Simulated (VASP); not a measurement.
Write the native input for VASP 6.6.1 that does the following.

```
Task                   : single point
Functional             : PBEsol
Potentials or basis    : VASP PAW PBE potentials, release 64 (Al)
Cutoff                 : 520 eV
k mesh                 : 19 × 19 × 3
Occupations            : gaussian, width 0.15 eV
Spin                   : no spin polarisation
Dipole correction      : no
Further INCAR settings : ALGO = Fast; EDIFF = 1e-06; NBANDS = 22
```

The structure of Al lies in POSCAR:

```
Al
1.0
   -2.8362844918      0.0000000000      0.0000000000
   -1.4181422459     -2.4562944223      0.0000000000
   -2.1272133689     -1.2281472111     18.6442989101
Al
8
Direct
   -0.0937500000     -0.0937500000      0.1875000000
   -0.3437500000     -0.3437500000      0.6875000000
   -0.0729166667     -0.0729166667      0.8125000000
    0.1770833333      0.1770833333      0.3125000000
   -0.4687500000     -0.4687500000      0.9375000000
   -0.2187500000     -0.2187500000      0.4375000000
    0.6354166667      0.6354166667      0.0625000000
    0.3854166667      0.3854166667      0.5625000000
```

This cell differs from its parent crystal: the part above a cut slid along it.

The input as run:

INCAR

```
SYSTEM = Al
PREC = Accurate
ENCUT = 520
EDIFF = 1E-6
ISMEAR = 0
SIGMA = 0.15
LREAL = .FALSE.
LASPH = .TRUE.
NELM = 80
ALGO = Fast
ISIF = 2
LWAVE = .FALSE.
LCHARG = .FALSE.
GGA = PS
NBANDS = 22
```

KPOINTS

```
regular mesh
0
G
  19 19 3
  0 0 0
```

Potentials or basis: VASP PAW PBE potentials, release 64 (Al).

Command:

```console
$ cat potpaw_PBE.64/Al/POTCAR > POTCAR
$ mpirun -np 1 vasp_std > vasp.out
```

Results of the run:

| Item | Value |
| --- | --- |
| Pressure | 1.1 GPa |
| Largest force | 1.065 eV/Å |
| Band gap on the k mesh | zero (bands 12 and 13 overlap by 5.73 eV) |

Caveat: the cell differs from its parent crystal (the part above a cut slid along it); the PAW data sets were made with another functional, which shifts forces and pressure a little.

It took 26 min on 1 thread of Oxide Virtual Turin-like Processor, on a shared host, peak memory 0.63 GiB.
